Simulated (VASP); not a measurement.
# SnSe (F-43m) in VASP: notebook

Aim: see how the results for SnSe move with the level of theory and the settings. Levels: PBE+D4, PBE. Tasks: relaxation of cell and atoms, single point.

Everything below comes from runs of VASP 6.6.1. Logs are shortened: lines on timing, memory, paths and dates and some standing lists are left out, and cuts for length are marked.

## Step 1: The cell of the first run

Symmetry: F-43m, No. 216, cubic system. Conventional cell: a = 6.782 Å, b = 6.782 Å, c = 6.782 Å, α = 90.00°, β = 90.00°, γ = 90.00°. Sn (site symmetry -43m) has 4 Se at 2.94 Å within 3.9 Å. Se (site symmetry -43m) has 4 Sn at 2.94 Å within 3.9 Å.

## Step 2: Relaxation of cell and atoms, PBE+D4

The input, INCAR:

```
ALGO     = Normal         # electronic algorithm
EDIFF    = 1E-6           # SCF threshold, eV
EDIFFG   = -0.01          # ionic threshold
ENCUT    = 600            # plane-wave cutoff, eV
GGA      = PE             # functional
IBRION   = 2              # ionic algorithm
ISIF     = 3              # what is computed and relaxed
ISMEAR   = -1             # smearing method
IVDW     = 13             # dispersion correction
LASPH    = True           # aspherical terms in the spheres
LCHARG   = False          # write CHGCAR
LREAL    = False          # projectors in reciprocal space
LWAVE    = False          # write WAVECAR
NELM     = 60             # most SCF steps
NSW      = 60             # ionic steps
PREC     = Accurate       # precision mode
SIGMA    = 0.05           # smearing width, eV
```

The input, KPOINTS:

```
k-points
0
Gamma
  7 7 7
```

The input, POSCAR:

```
SnSe
1.0
    0.0000000000      3.3908400000      3.3908400000
    3.3908400000      0.0000000000      3.3908400000
    3.3908400000      3.3908400000      0.0000000000
Sn Se
1 1
Direct
    0.0000000000      0.0000000000      0.0000000000
    0.7500000000      0.7500000000      0.7500000000
```

Potentials or basis: VASP PAW PBE potentials, release 64 (Sn_d, Se).

The run is started by

```bash
$ cat potpaw_PBE.64/Sn_d/POTCAR potpaw_PBE.64/Se/POTCAR > POTCAR
$ mpirun -np 1 vasp_std > vasp.out
```

OUTCAR:

```text
EDIFF = 1E-6
   EDIFFG = -0.01
   ENCUT = 600
   GGA = PE
   IBRION = 2
   ISIF = 3
   ISMEAR = -1
   IVDW = 13
   LASPH = True
   LREAL = False
   NELM = 60
   NSW = 60
   PREC = Accurate

 ion  position               nearest neighbor table
   1  0.000  0.000  0.000-   2 2.94   2 2.94   2 2.94   2 2.94
   2  0.750  0.750  0.750-   1 2.94   1 2.94   1 2.94   1 2.94

  LATTYP: Found a face centered cubic cell.
 ALAT       =     6.7816800000

  Lattice vectors:

 A1 = (   0.0000000000,   3.3908400000,   3.3908400000)
 A2 = (   3.3908400000,   0.0000000000,   3.3908400000)
 A3 = (   3.3908400000,   3.3908400000,   0.0000000000)

Analysis of symmetry for initial positions (statically):
=====================================================================
 Subroutine PRICEL returns:
 Original cell was already a primitive cell.

 Routine SETGRP: Setting up the symmetry group for a
 face centered cubic supercell.

 Subroutine GETGRP returns: Found 24 space group operations
 (whereof 24 operations were pure point group operations)
 out of a pool of 48 trial point group operations.

The static configuration has the point symmetry T_d .

Analysis of symmetry for dynamics (positions and initial velocities):
=====================================================================
 Subroutine PRICEL returns:
 Original cell was already a primitive cell.

 Routine SETGRP: Setting up the symmetry group for a
 face centered cubic supercell.

 Subroutine GETGRP returns: Found 24 space group operations
 (whereof 24 operations were pure point group operations)
 out of a pool of 48 trial point group operations.

The dynamic configuration has the point symmetry T_d .

 Subroutine INISYM returns: Found 24 space group operations
 (whereof 24 operations are pure point group operations),
 and found     1 'primitive' translations

----------------------------------------------------------------------------------------

                                     Primitive cell

  volume of cell :      77.9744

  direct lattice vectors                    reciprocal lattice vectors
     0.000000000  3.390840000  3.390840000    -0.147456088  0.147456088  0.147456088
     3.390840000  0.000000000  3.390840000     0.147456088 -0.147456088  0.147456088
     3.390840000  3.390840000  0.000000000     0.147456088  0.147456088 -0.147456088

  length of vectors
     4.795371916  4.795371916  4.795371916     0.255401436  0.255401436  0.255401436

  position of ions in fractional coordinates (direct lattice)
     0.000000000  0.000000000  0.000000000
     0.750000000  0.750000000  0.750000000

[... 55 lines left out ...]
   total plane-waves  NPLWV =  64000
   dimension x,y,z NGX =    40 NGY =   40 NGZ =   40
   dimension x,y,z NGXF=    80 NGYF=   80 NGZF=   80
   ions per type =               1   1
   NGX,Y,Z   is equivalent  to a cutoff of  13.87, 13.87, 13.87 a.u.
   NGXF,Y,Z  is equivalent  to a cutoff of  27.73, 27.73, 27.73 a.u.
 SYSTEM =  unknown system
   PREC   = accura    normal or accurate (medium, high low for compatibility)
   ISTART =      0    job   : 0-new  1-cont  2-samecut
   ICHARG =      2    charge: 1-file 2-atom 10-const
   ISPIN  =      1    spin polarized calculation?
   LNONCOLLINEAR =      F non collinear calculations
   LSORBIT =      F    spin-orbit coupling
   LASPH  =      T    aspherical Exc in radial PAW
   ENCUT  =  600.0 eV  44.10 Ry    6.64 a.u.   9.58  9.58  9.58*2*pi/ulx,y,z
   NELM   =     60;   NELMIN=  2; NELMDL= -5     # of ELM steps
   EDIFF  = 0.1E-05   stopping-criterion for ELM
   LREAL  =      F    real-space projection
   EDIFFG = -.1E-01   stopping-criterion for IOM
   NSW    =     60    number of steps for IOM
   IBRION =      2    ionic relax: 0-MD 1-quasi-New 2-CG
   NFREE  =      1    steps in history (QN), initial steepest desc. (CG)
   ISIF   =      3    stress and relaxation
   ISYM   =      2    0-nonsym 1-usesym 2-fastsym
   POTIM  = 0.5000    time-step for ionic-motion
   TEBEG  =    0.0;   TEEND  =   0.0 temperature during run
   PSTRESS=    0.0 pullay stress
   NELECT =      20.0000    total number of electrons
   NUPDOWN=      -1.0000    fix difference up-down
   EMIN   =  10.00;   EMAX   =-10.00  energy-range for DOS
   EFERMI =   0.00;   METHOD = LEGACY
   ISMEAR =    -1;   SIGMA  =   0.05  broadening in eV -4-tet -1-fermi 0-gaus
   EFERMI_NEDOS =   21; number of points for ismear=-14 and -15
   IALGO  =     38    algorithm
   IMIX   =      4    mixing-type and parameters
     AMIX     =   0.40;   BMIX     =  1.00
     AMIX_MAG =   1.60;   BMIX_MAG =  1.00
  volume/ion in A,a.u.               =      38.99       263.10
  Fermi-wavevector in a.u.,A,eV,Ry     =   1.040162  1.965621 14.720638  1.081936
  Thomas-Fermi vector in A             =   2.174725
   LORBIT       =      0    0 simple, 1 ext, 2 COOP (PROOUT), +10 PAW based schemes
   GGA     = PE    functional components
   LHFCALC =     F    Hartree Fock is set to
   AEXX    =    0.0000 exact exchange contribution
   IVDW    =    13    specifies the selected vdW correction
   LEPSILON=     F    determine dielectric tensor
   LRPA    =     F    only Hartree local field effects (RPA)
 conjugate gradient relaxation of ions
 non-spin polarized calculation
  energy-cutoff  :      600.00
  volume of cell :       77.97
 maximum number of plane-waves:      2643
 NGX is ok and might be reduce to    40
   NGX = 19   NGY = 19   NGZ = 19

--------------------------------------- Ionic step        1  -------------------------------------------

 number of electron      20.0000003 magnetization

 Free energy of the ion-electron system (eV)
  ---------------------------------------------------
  ext. energy  EPLUGINS =         0.00000000
  ---------------------------------------------------
  free energy    TOTEN  =        -7.75539948 eV

  energy without entropy =       -7.75397376  energy(sigma->0) =       -7.75468662

------------------------ aborting loop because EDIFF is reached ----------------------------------------

  DFT-D4 for vdW energy calculation

  Edisp (eV):   -0.57131
[... 71 lines left out ...]
--------------------------------------- Ionic step        3  -------------------------------------------

 number of electron      19.9999999 magnetization

 Free energy of the ion-electron system (eV)
  ---------------------------------------------------
  ext. energy  EPLUGINS =         0.00000000
  ---------------------------------------------------
  free energy    TOTEN  =        -7.74214670 eV

  energy without entropy =       -7.73917174  energy(sigma->0) =       -7.74065922

 E-fermi :   3.1301     XC(G=0):  -7.9147

 val. band max:        2.9946410266   @ k =  -0.2857   0.4286   0.1429
 cond. band min:       3.1783112459   @ k =   0.4286   0.4286   0.0000
 fundamental gap:      0.1836702193
 Fermi energy:         3.1300507368

 k-point     1 :       0.0000    0.0000    0.0000
  band No.  band energies     occupation
      1     -18.6167      2.00000
      2     -18.6167      2.00000
      3     -18.6167      2.00000
      4     -18.6024      2.00000
      5     -18.6024      2.00000
      6     -10.2177      2.00000
      7      -2.1175      2.00000
      8       0.8097      2.00000
      9       0.8097      2.00000
     10       0.8097      2.00000
     11       4.6252      0.00000
     12       4.6252      0.00000
     13       4.6252      0.00000
     14       7.9929      0.00000
[... 354 lines left out ...]
  FREE ENERGIE OF THE ION-ELECTRON SYSTEM (eV)
  ---------------------------------------------------
  free  energy   TOTEN  =        -8.3405611879 eV

  energy  without entropy=       -8.3375862302  energy(sigma->0) =       -8.33907371

 reached required accuracy - stopping structural energy minimisation
```

OSZICAR:

```text
N       E                     dE             d eps       ncg     rms          rms(c)
DAV:   1     0.140657607976E+03    0.14066E+03   -0.10464E+04   560   0.170E+03
DAV:   2     0.759402889843E+01   -0.13306E+03   -0.13104E+03   590   0.381E+02
DAV:   3    -0.763647449286E+01   -0.15231E+02   -0.14440E+02   710   0.112E+02
[... 24 lines left out ...]
DAV:   2    -0.774258739892E+01    0.18647E-02   -0.34337E-03   686   0.923E-01    0.111E-01
DAV:   3    -0.774217549484E+01    0.41190E-03   -0.12433E-03   686   0.559E-01    0.204E-02
DAV:   4    -0.774215178913E+01    0.23706E-04   -0.53289E-05   720   0.660E-02    0.646E-03
DAV:   5    -0.774214755115E+01    0.42380E-05   -0.21204E-06   602   0.125E-02    0.311E-03
DAV:   6    -0.774214670276E+01    0.84839E-06   -0.71051E-07   382   0.119E-02
   3 F= -.83405612E+01 E0= -.83390737E+01  d E =-.138530E-01
```

It took 46 s on 1 thread of Intel Xeon 6975P-C (Granite Rapids), shared host; peak memory 0.26 GiB.

Results:

* Free energy: -8.3406 eV
* Relaxed volume: 37.37 Å³/atom
* Relaxed cell: a = 4.728 Å, b = 4.728 Å, c = 4.728 Å, α = 60.00°, β = 60.00°, γ = 60.00°
* Space group after relaxing (to 0.05 Å): F-43m (No. 216)
* Energy gained by relaxing: 6.9 meV/atom
* Ionic steps: 3
* Pressure after relaxing: 0.0 GPa
* Band gap on the k mesh: 0.18 eV, indirect (least direct gap 0.66 eV)
* Dispersion energy per atom: -0.299 eV

The path:
```csv
step,energy change (eV),largest force (eV/Å),pressure (GPa),volume (Å³)
1,0.0000,0.0000,-1.30,77.97
2,-0.0137,0.0000,0.13,74.46
3,-0.0139,0.0000,0.02,74.73
```

Final structure:
```cif
data_structure
_symmetry_space_group_name_H-M 'P 1'
_symmetry_Int_Tables_number 1
_cell_length_a 4.7280
_cell_length_b 4.7280
_cell_length_c 4.7280
_cell_angle_alpha 60.000
_cell_angle_beta 60.000
_cell_angle_gamma 60.000
_cell_volume 74.73
loop_
_atom_site_label
_atom_site_type_symbol
_atom_site_fract_x
_atom_site_fract_y
_atom_site_fract_z
_atom_site_occupancy
Sn1 Sn 0.00000 0.00000 0.00000 1
Se1 Se 0.75000 0.75000 0.75000 1
```

Caveat: spin-orbit coupling is left out, which moves the levels of the heavy elements. A k mesh can miss the band edges.

## Step 3: Single point, PBE

This run uses another cell than the first one, of 39.77 Å³/atom, 1.020 times its volume.

The input, INCAR:

```
SYSTEM = SnSe
PREC = Accurate
ENCUT = 520
EDIFF = 1E-7
ISMEAR = -1
SIGMA = 0.05
LREAL = .FALSE.
LASPH = .TRUE.
NELM = 100
ALGO = Normal
ISIF = 2
LWAVE = .FALSE.
LCHARG = .FALSE.
GGA = PE
NBANDS = 17
```

The input, KPOINTS:

```
Automatic mesh
0
G
  7 7 7
  0 0 0
```

The input, POSCAR:

```
SnSe
1.0
    0.0000000000      3.4132965485      3.4132965485
    3.4132965485      0.0000000000      3.4132965485
    3.4132965485      3.4132965485      0.0000000000
Sn Se
1 1
Direct
    0.0000000000      0.0000000000      0.0000000000
    0.7500000000      0.7500000000      0.7500000000
```

Potentials or basis: VASP PAW PBE potentials, release 64 (Sn_d, Se).

The run is started by

```bash
$ cat potpaw_PBE.64/Sn_d/POTCAR potpaw_PBE.64/Se/POTCAR > POTCAR
$ mpirun -np 1 vasp_std > vasp.out
```

It took 16 s on 1 thread of Intel Xeon 6975P-C (Granite Rapids), shared host; peak memory 0.2 GiB.

Results (log left out):

* Free energy: -7.7523 eV
* Pressure: -0.6 GPa
* Band gap on the k mesh: 0.35 eV, indirect (least direct gap 0.77 eV)

Levels at points of the mesh, in eV from the valence-band top:
```csv
k point,band 7,band 8,band 9,band 10,band 11,band 12,band 13,band 14
"(0.00, 0.00, 0.00)",-5.19,-1.95,-1.95,-1.95,1.70,1.70,1.70,5.00
```

Caveat: spin-orbit coupling is left out, which moves the levels of the heavy elements.
